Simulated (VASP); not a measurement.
# ScAl7N8 (P3m1) in VASP: a series of runs

ScAl7N8 is run at these levels: PBEsol; tasks: single point, relaxation of cell and atoms.

Program: VASP 6.6.1. These are calculated values, not measurements. Logs are shortened: lines on timing, memory, paths and dates and some standing lists are left out, and cuts for length are marked.

**1. The cell of the first run**

The structure is trigonal, space group P3m1 (No. 156). Conventional cell: a = 6.336 Å, b = 6.336 Å, c = 5.007 Å, α = 90.00°, β = 90.00°, γ = 120.00°. Sc (site symmetry 3m) has 4 N at 2.03 to 2.12 Å within 2.7 Å. Al (site symmetry m) has 4 N at 1.87 to 1.93 Å within 2.5 Å. Al (site symmetry m) has 4 N at 1.89 to 1.91 Å within 2.5 Å. Within 2.5 Å of Al (site symmetry 3m) lie 4 N at 1.91 to 1.92 Å. N (site symmetry 3m) has 3 Al at 1.91 Å and 1 Sc at 2.12 Å within 2.5 Å. Within 2.5 Å of N (site symmetry m) lie 4 Al at 1.91 Å. N (site symmetry m) has 3 Al at 1.87 to 1.89 Å and 1 Sc at 2.03 Å within 2.5 Å. N (site symmetry 3m) has 4 Al at 1.92 to 1.93 Å within 2.5 Å.

**2. Single point, PBEsol**

INCAR reads:

```
PREC = Accurate
ENCUT = 520
EDIFF = 1E-6
ISMEAR = 0
SIGMA = 0.01
LREAL = Auto
LASPH = T
NELM = 100
ALGO = Normal
ISIF = 2
LWAVE = F
LCHARG = F
GGA = PS
NBANDS = 50
```

KPOINTS reads:

```
regular mesh
0
Gamma
  6 6 6
```

POSCAR reads:

```
ScAl7N8
1.0
    0.0000000000      0.0000000000     -5.0072136124
    3.1681293310      5.4873609663      0.0000000000
    3.1681293310     -5.4873609663      0.0000000000
Sc Al N
1 7 8
Direct
    0.0098365949      0.1666666667      0.3333333333
    0.0024265369      0.1677653105      0.8338826553
    0.0024265369      0.6661173447      0.3322346895
    0.0024265369      0.6661173447      0.8338826553
    0.5002060288      0.3364613961      0.6729227923
    0.5002060288      0.3364613961      0.1635386039
    0.5031310195      0.8333333333      0.6666666667
    0.5002060288      0.8270772077      0.1635386039
    0.5866709173      0.1666666667      0.3333333333
    0.6208625418      0.1652676657      0.8326338329
    0.6208625418      0.6673661671      0.3347323343
    0.6208625418      0.6673661671      0.8326338329
    0.1235553963      0.3438121283      0.6876242566
    0.1235553963      0.3438121283      0.1561878717
    0.1192099568      0.8333333333      0.6666666667
    0.1235553963      0.8123757434      0.1561878717
```

Potentials or basis: VASP PAW PBE potentials, release 64 (Sc_sv, Al, N).

Started as:

```sh
$ cat potpaw_PBE.64/Sc_sv/POTCAR potpaw_PBE.64/Al/POTCAR potpaw_PBE.64/N/POTCAR > POTCAR
$ mpirun -np 1 vasp_std > vasp.out
```

OUTCAR:

```text
PREC = Accurate
   ENCUT = 520
   EDIFF = 1E-6
   ISMEAR = 0
   LREAL = Auto
   LASPH = T
   NELM = 100
   ISIF = 2
   GGA = PS

 ion  position               nearest neighbor table
   1  0.010  0.167  0.333-  14 2.03  13 2.03  16 2.03   9 2.12   6 3.08   5 3.08   8 3.08   6 3.16
                             5 3.16   8 3.16   2 3.17   3 3.17   4 3.17   4 3.17   2 3.17   3 3.17
   2  0.002  0.168  0.834-  14 1.87  13 1.87  10 1.91  15 1.93   6 3.08   5 3.08   6 3.10   5 3.10
                             7 3.10   7 3.11   3 3.16   4 3.16   1 3.17   1 3.17   3 3.18   4 3.18
   3  0.002  0.666  0.332-  14 1.87  16 1.87  11 1.91  15 1.93   6 3.08   8 3.08   6 3.10   8 3.10
                             7 3.10   7 3.11   2 3.16   4 3.16   1 3.17   1 3.17   2 3.18   4 3.18
   4  0.002  0.666  0.834-  13 1.87  16 1.87  12 1.91  15 1.93   5 3.08   8 3.08   5 3.10   8 3.10
                             7 3.10   7 3.11   3 3.16   2 3.16   1 3.17   1 3.17   2 3.18   3 3.18
   5  0.500  0.336  0.673-  13 1.89   9 1.91  12 1.91  10 1.91   4 3.08   2 3.08   1 3.08   4 3.10
                             2 3.10   8 3.11   6 3.11   1 3.16   7 3.17   7 3.17   8 3.23   6 3.23
   6  0.500  0.336  0.164-  14 1.89   9 1.91  11 1.91  10 1.91   2 3.08   3 3.08   1 3.08   3 3.10
                             2 3.10   5 3.11   8 3.11   1 3.16   7 3.17   7 3.17   5 3.23   8 3.23
   7  0.503  0.833  0.667-  10 1.91  11 1.91  12 1.91  15 1.92   2 3.10   3 3.10   4 3.10   2 3.11
                             3 3.11   4 3.11   6 3.17   6 3.17   8 3.17   5 3.17   8 3.17   5 3.17
   8  0.500  0.827  0.164-  16 1.89   9 1.91  12 1.91  11 1.91   4 3.08   3 3.08   1 3.08   4 3.10
                             3 3.10   5 3.11   6 3.11   1 3.16   7 3.17   7 3.17   5 3.23   6 3.23
   9  0.587  0.167  0.333-   6 1.91   5 1.91   8 1.91   1 2.12
  10  0.621  0.165  0.833-   2 1.91   6 1.91   5 1.91   7 1.91
  11  0.621  0.667  0.335-   3 1.91   6 1.91   8 1.91   7 1.91
  12  0.621  0.667  0.833-   4 1.91   5 1.91   8 1.91   7 1.91
  13  0.124  0.344  0.688-   4 1.87   2 1.87   5 1.89   1 2.03
  14  0.124  0.344  0.156-   2 1.87   3 1.87   6 1.89   1 2.03
  15  0.119  0.833  0.667-   7 1.92   3 1.93   2 1.93   4 1.93
  16  0.124  0.812  0.156-   4 1.87   3 1.87   8 1.89   1 2.03

  LATTYP: Found a hexagonal cell.
 ALAT       =     6.3362586621
 C/A-ratio  =     0.7902476650

  Lattice vectors:

 A1 = (   3.1681293310,   5.4873609663,   0.0000000000)
 A2 = (   3.1681293310,  -5.4873609663,   0.0000000000)
 A3 = (   0.0000000000,   0.0000000000,  -5.0072136124)

Analysis of symmetry for initial positions (statically):
=====================================================================
 Subroutine PRICEL returns:
 Original cell was already a primitive cell.

 Routine SETGRP: Setting up the symmetry group for a
 hexagonal supercell.

 Subroutine GETGRP returns: Found  6 space group operations
 (whereof  2 operations were pure point group operations)
 out of a pool of 24 trial point group operations.

The static configuration has the point symmetry C_1h.
 The point group associated with its full space group is C_3v.

Analysis of symmetry for dynamics (positions and initial velocities):
=====================================================================
 Subroutine PRICEL returns:
 Original cell was already a primitive cell.

 Routine SETGRP: Setting up the symmetry group for a
 hexagonal supercell.

 Subroutine GETGRP returns: Found  6 space group operations
 (whereof  2 operations were pure point group operations)
 out of a pool of 24 trial point group operations.

The dynamic configuration has the point symmetry C_1h.
 The point group associated with its full space group is C_3v.

 Subroutine INISYM returns: Found  6 space group operations
 (whereof  2 operations are pure point group operations),
 and found     1 'primitive' translations

----------------------------------------------------------------------------------------

                                     Primitive cell

  volume of cell :     174.0975

  direct lattice vectors                    reciprocal lattice vectors
     0.000000000  0.000000000 -5.007213612     0.000000000  0.000000000 -0.199711871
     3.168129331  5.487360966  0.000000000     0.157821840  0.091118482  0.000000000
     3.168129331 -5.487360966  0.000000000     0.157821840 -0.091118482  0.000000000

  length of vectors
     5.007213612  6.336258662  6.336258662     0.199711871  0.182236963  0.182236963

  position of ions in fractional coordinates (direct lattice)
     0.009836595  0.166666667  0.333333333
     0.002426537  0.167765311  0.833882655
     0.002426537  0.666117345  0.332234689
     0.002426537  0.666117345  0.833882655
     0.500206029  0.336461396  0.672922792
     0.500206029  0.336461396  0.163538604
[... 8 lines left out ...]
     0.119209957  0.833333333  0.666666667
     0.123555396  0.812375743  0.156187872

  ion indices of the primitive-cell ions
   primitive index   ion index
                 1           1
                 2           2
                 3           3
                 4           4
                 5           5
                 6           6
[... 8 lines left out ...]
                15          15
                16          16

----------------------------------------------------------------------------------------

 KPOINTS: regular mesh

Automatic generation of k-mesh.
 Grid dimensions read from file:
 generate k-points for:    6    6    6

 Generating k-lattice:

  Cartesian coordinates                     Fractional coordinates (reciprocal lattice)
     0.000000000  0.000000000 -0.033285312     0.166666667  0.000000000  0.000000000
     0.026303640  0.015186414  0.000000000     0.000000000  0.166666667 -0.000000000
     0.026303640 -0.015186414  0.000000000     0.000000000 -0.000000000  0.166666667

  Length of vectors
     0.033285312  0.030372827  0.030372827

  Shift w.r.t. Gamma in fractional coordinates (k-lattice)
     0.000000000  0.000000000  0.000000000

 Subroutine IBZKPT returns following result:
 ===========================================

 Found     34 irreducible k-points:

 Following reciprocal coordinates:
            Coordinates               Weight
  0.000000  0.000000  0.000000      1.000000
  0.166667  0.000000  0.000000      2.000000
  0.333333  0.000000  0.000000      2.000000
  0.500000  0.000000  0.000000      1.000000
  0.000000  0.166667  0.000000      6.000000
  0.166667  0.166667  0.000000      6.000000
[... 16 lines left out ...]
  0.333333  0.166667  0.166667     12.000000
  0.500000  0.166667  0.166667      6.000000
 [... further k-points ...]
   k-points           NKPTS =     34   k-points in BZ     NKDIM =     34   number of bands    NBANDS=     50
   number of dos      NEDOS =    301   number of ions     NIONS =     16
   total plane-waves  NPLWV =  92160
   dimension x,y,z NGX =    40 NGY =   48 NGZ =   48
   dimension x,y,z NGXF=    80 NGYF=   96 NGZF=   96
   ions per type =               1   7   8
   NGX,Y,Z   is equivalent  to a cutoff of  13.28, 12.59, 12.59 a.u.
   NGXF,Y,Z  is equivalent  to a cutoff of  26.56, 25.19, 25.19 a.u.
 SYSTEM =  unknown system
   PREC   = accura    normal or accurate (medium, high low for compatibility)
   ISTART =      0    job   : 0-new  1-cont  2-samecut
   ICHARG =      2    charge: 1-file 2-atom 10-const
   ISPIN  =      1    spin polarized calculation?
   LNONCOLLINEAR =      F non collinear calculations
   LSORBIT =      F    spin-orbit coupling
   LASPH  =      T    aspherical Exc in radial PAW
   ENCUT  =  520.0 eV  38.22 Ry    6.18 a.u.   9.31 11.78 11.78*2*pi/ulx,y,z
   NELM   =    100;   NELMIN=  2; NELMDL= -5     # of ELM steps
   EDIFF  = 0.1E-05   stopping-criterion for ELM
   LREAL  =      T    real-space projection
   EDIFFG = 0.1E-04   stopping-criterion for IOM
   NSW    =      0    number of steps for IOM
   IBRION =     -1    ionic relax: 0-MD 1-quasi-New 2-CG
   NFREE  =      0    steps in history (QN), initial steepest desc. (CG)
   ISIF   =      2    stress and relaxation
   ISYM   =      2    0-nonsym 1-usesym 2-fastsym
   POTIM  = 0.5000    time-step for ionic-motion
   TEBEG  =    0.0;   TEEND  =   0.0 temperature during run
   PSTRESS=    0.0 pullay stress
   NELECT =      72.0000    total number of electrons
   NUPDOWN=      -1.0000    fix difference up-down
   EMIN   =  10.00;   EMAX   =-10.00  energy-range for DOS
   EFERMI =   0.00;   METHOD = LEGACY
   ISMEAR =     0;   SIGMA  =   0.01  broadening in eV -4-tet -1-fermi 0-gaus
   EFERMI_NEDOS =   21; number of points for ismear=-14 and -15
   IALGO  =     38    algorithm
   IMIX   =      4    mixing-type and parameters
     AMIX     =   0.40;   BMIX     =  1.00
     AMIX_MAG =   1.60;   BMIX_MAG =  1.00
  volume/ion in A,a.u.               =      10.88        73.43
  Fermi-wavevector in a.u.,A,eV,Ry     =   1.219705  2.304908 20.241120  1.487680
  Thomas-Fermi vector in A             =   2.354948
   LORBIT       =      0    0 simple, 1 ext, 2 COOP (PROOUT), +10 PAW based schemes
   GGA     = PS    functional components
   LHFCALC =     F    Hartree Fock is set to
   AEXX    =    0.0000 exact exchange contribution
   IVDW    =     0    specifies the selected vdW correction
   LEPSILON=     F    determine dielectric tensor
   LRPA    =     F    only Hartree local field effects (RPA)
 non-spin polarized calculation
 Gauss-broadening in eV      SIGMA  =   0.01
  energy-cutoff  :      520.00
  volume of cell :      174.10
 maximum number of plane-waves:      4716
 NGX is ok and might be reduce to    40
   NGX = 19   NGY = 23   NGZ = 23

 number of electron      72.0000008 magnetization

 Free energy of the ion-electron system (eV)
  ---------------------------------------------------
  ext. energy  EPLUGINS =         0.00000000
  ---------------------------------------------------
  free energy    TOTEN  =      -127.70295795 eV

  energy without entropy =     -127.70295795  energy(sigma->0) =     -127.70295795

 E-fermi :   5.6091     XC(G=0): -11.0687

 val. band max:        5.4769934622   @ k =   0.0000   0.0000   0.0000
 cond. band min:       9.4238190714   @ k =   0.0000   0.0000   0.0000
 fundamental gap:      3.9468256092
 Fermi energy:         5.6090773823

 k-point     1 :       0.0000    0.0000    0.0000
  band No.  band energies     occupation
      1     -40.9523      2.00000
      2     -19.8832      2.00000
      3     -19.8832      2.00000
      4     -19.8414      2.00000
      5      -9.2614      2.00000
      6      -7.4621      2.00000
[... 40 lines left out ...]
     47      13.2978      0.00000
     48      13.6220      0.00000

 k-point     2 :       0.1667    0.0000    0.0000
  band No.  band energies     occupation
      1     -40.9522      2.00000
      2     -19.8830      2.00000
      3     -19.8830      2.00000
      4     -19.8443      2.00000
      5      -9.1558      2.00000
      6      -7.4140      2.00000
[... 40 lines left out ...]
     47      13.3282      0.00000
     48      13.8620      0.00000

 k-point     3 :       0.3333    0.0000    0.0000
  band No.  band energies     occupation
      1     -40.9522      2.00000
      2     -19.8827      2.00000
      3     -19.8827      2.00000
      4     -19.8502      2.00000
      5      -8.8541      2.00000
      6      -7.8440      2.00000
[... 1060 lines left out ...]
     47      13.3501      0.00000
     48      13.5476      0.00000

 k-point    24 :       0.5000    0.1667    0.1667
  band No.  band energies     occupation
      1     -40.9522      2.00000
      2     -19.8832      2.00000
      3     -19.8827      2.00000
      4     -19.8530      2.00000
      5      -8.2709      2.00000
      6      -8.0862      2.00000
[... 40 lines left out ...]
     47      13.4108      0.00000
     48      13.5753      0.00000

 [... further k-points ...]

 [bands above 48 left out]

------------------------ aborting loop because EDIFF is reached ----------------------------------------

  FORCE on cell =-STRESS in cart. coord.  units (eV):
  Direction    XX          YY          ZZ          XY          YZ          ZX
  --------------------------------------------------------------------------------------
  -------------------------------------------------------------------------------------
  Total        0.1103966      0.1103966      0.1471630      0.0000000     -0.0000000      0.0000000
  in kB        1.0159528      1.0159528      1.3543054      0.0000000     -0.0000000      0.0000000
  external PRESSURE =       1.1287370 kB  Pullay stress =       0.0000000 kB

 VOLUME and BASIS-vectors are now :
 -----------------------------------------------------------------------------
  energy-cutoff  :      520.00
  volume of cell :      174.10
      direct lattice vectors                 reciprocal lattice vectors
     0.000000000  0.000000000 -5.007213612     0.000000000  0.000000000 -0.199711871
     3.168129331  5.487360966  0.000000000     0.157821840  0.091118482  0.000000000
     3.168129331 -5.487360966  0.000000000     0.157821840 -0.091118482  0.000000000

 POSITION                                       TOTAL-FORCE (eV/Angst)
 -----------------------------------------------------------------------------------
      1.58406     -0.91456     -0.04925        -0.000000      0.000000      0.014355
      3.17335     -3.65523     -0.01215        -0.008348     -0.004820      0.003397
      3.16291      1.83213     -0.01215         0.008348     -0.004820      0.003397
      4.75219     -0.92059     -0.01215         0.000000      0.009639      0.003397
      3.19786     -1.84629     -2.50464         0.002305     -0.001331     -0.005288
      1.58406      0.94889     -2.50464         0.000000      0.002661     -0.005288
[... 8 lines left out ...]
      4.75219      0.91456     -0.59691         0.000000      0.000000      0.003542
      3.06853      3.60074     -0.61867        -0.044375     -0.025620     -0.015099
 -----------------------------------------------------------------------------------
    total drift:                                0.000001      0.000000      0.016075

  FREE ENERGIE OF THE ION-ELECTRON SYSTEM (eV)
  ---------------------------------------------------
  free  energy   TOTEN  =      -127.7029579478 eV

  energy  without entropy=     -127.7029579478  energy(sigma->0) =     -127.70295795
```

It took 6.7 min on 1 thread of Intel Xeon Platinum 8488C (Sapphire Rapids), shared host; peak memory 0.38 GiB.

What came out:

```
Free energy            : -127.7030 eV
Pressure               : 0.1 GPa
Largest force          : 0.053 eV/Å
Band gap on the k mesh : 3.95 eV, direct
```

Forces on the atoms (eV/Å):
```
Sc   0.000  0.000  0.014
Al  -0.008 -0.005  0.003
Al   0.008 -0.005  0.003
Al   0.000  0.010  0.003
Al   0.002 -0.001 -0.005
Al   0.000  0.003 -0.005
Al   0.000  0.000 -0.002
Al  -0.002 -0.001 -0.005
N    0.000  0.000  0.035
N    0.000  0.000  0.000
N    0.000  0.000  0.000
N    0.000  0.000  0.000
N    0.044 -0.026 -0.015
N    0.000  0.051 -0.015
N    0.000  0.000  0.004
N   -0.044 -0.026 -0.015
```

Levels at points of the mesh, in eV from the valence-band top:
```tsv
k point	band 32	band 33	band 34	band 35	band 36	band 37	band 38	band 39	band 40	band 41
(0.00, 0.00, 0.00)	-0.41	-0.41	-0.33	-0.33	0.00	3.95	4.52	4.52	4.84	4.96
(0.50, 0.00, 0.00)	-0.87	-0.69	-0.69	-0.31	-0.31	4.55	4.55	5.04	5.16	5.16
(0.00, 0.50, 0.00)	-0.77	-0.52	-0.30	-0.15	-0.15	4.46	4.74	5.16	5.46	5.47
(0.50, 0.50, 0.00)	-0.96	-0.91	-0.70	-0.22	-0.10	4.82	5.04	5.18	5.51	5.89
```

Caveat: the PAW data sets were made with another functional, which shifts forces and pressure a little. A hybrid or GW would open this gap; PBEsol tends to underestimate it.

**3. Single point, PBEsol**

INCAR reads:

```
SYSTEM = ScAl7N8
PREC = Accurate ; ENCUT = 520
EDIFF = 1E-7 ; ISMEAR = 0
SIGMA = 0.1 ; LREAL = Auto
LASPH = .TRUE. ; NELM = 60
ALGO = Normal ; ISIF = 2
LWAVE = .FALSE. ; LCHARG = .FALSE.
GGA = PS ; NBANDS = 50
```

KPOINTS reads:

```
Automatic mesh
0
G
  4 6 6
  0 0 0
```

POSCAR reads:

```
ScAl7N8
1.0
    0.0000000000      0.0000000000     -5.0022756238
    3.1713982817      5.4930229549      0.0000000000
    3.1713982817     -5.4930229549      0.0000000000
Sc Al N
1 7 8
Direct
    0.0094552290      0.1666666667      0.3333333333
    0.0027218293      0.1677165335      0.8338582667
    0.0027218293      0.6661417333      0.3322834665
    0.0027218293      0.6661417333      0.8338582667
    0.5005218369      0.3366517042      0.6733034084
    0.5005218369      0.3366517042      0.1633482958
    0.5039026252      0.8333333333      0.6666666667
    0.5005218369      0.8266965916      0.1633482958
    0.5856238445      0.1666666667      0.3333333333
    0.6207735755      0.1652635826      0.8326317913
    0.6207735755      0.6673682087      0.3347364174
    0.6207735755      0.6673682087      0.8326317913
    0.1231623681      0.3438212638      0.6876425276
    0.1231623681      0.3438212638      0.1561787362
    0.1194794720      0.8333333333      0.6666666667
    0.1231623681      0.8123574724      0.1561787362
```

Potentials or basis: VASP PAW PBE potentials, release 64 (Sc_sv, Al, N).

Started as:

```sh
$ cat potpaw_PBE.64/Sc_sv/POTCAR potpaw_PBE.64/Al/POTCAR potpaw_PBE.64/N/POTCAR > POTCAR
$ mpirun -np 1 vasp_std > vasp.out
```

Run time: 3 min. Hardware: 1 thread of Intel Xeon 6975P-C (Granite Rapids), shared host; peak memory 0.36 GiB.

The run converged. Its results:

```
Free energy            : -127.7023 eV
Pressure               : -0.1 GPa
Largest force          : 0.054 eV/Å
Band gap on the k mesh : 3.92 eV, direct
```

Forces in eV/Å, atoms in the order of the input:
```
Sc   0.000  0.000 -0.032
Al  -0.001 -0.001 -0.004
Al   0.001 -0.001 -0.004
Al   0.000  0.001 -0.004
Al  -0.040  0.023  0.028
Al   0.000 -0.046  0.028
Al   0.000  0.000  0.037
Al   0.040  0.023  0.028
N    0.000  0.000 -0.006
N   -0.001  0.000 -0.006
N    0.001  0.000 -0.006
N    0.000  0.001 -0.006
N    0.042 -0.024 -0.024
N    0.000  0.048 -0.024
N    0.000  0.000  0.021
N   -0.042 -0.024 -0.024
```

Stress tensor (GPa, compression positive):
```
-0.28  0.00  0.00
 0.00 -0.28  0.00
 0.00  0.00  0.12
```

Levels at points of the mesh, in eV from the valence-band top:
```tsv
k point	band 33	band 34	band 35	band 36	band 37	band 38	band 39	band 40
(0.00, 0.00, 0.00)	-0.43	-0.36	-0.36	0.00	3.92	4.49	4.49	4.85
(0.50, 0.00, 0.00)	-0.72	-0.72	-0.32	-0.32	4.54	4.54	5.01	5.15
(0.00, 0.50, 0.00)	-0.54	-0.31	-0.17	-0.15	4.45	4.73	5.14	5.44
(0.50, 0.50, 0.00)	-0.91	-0.71	-0.23	-0.11	4.80	5.03	5.16	5.49
```

Caveat: the PAW data sets were made with another functional, which shifts forces and pressure a little. A k mesh can miss the band edges.

(Continued in part 2 of 2.)
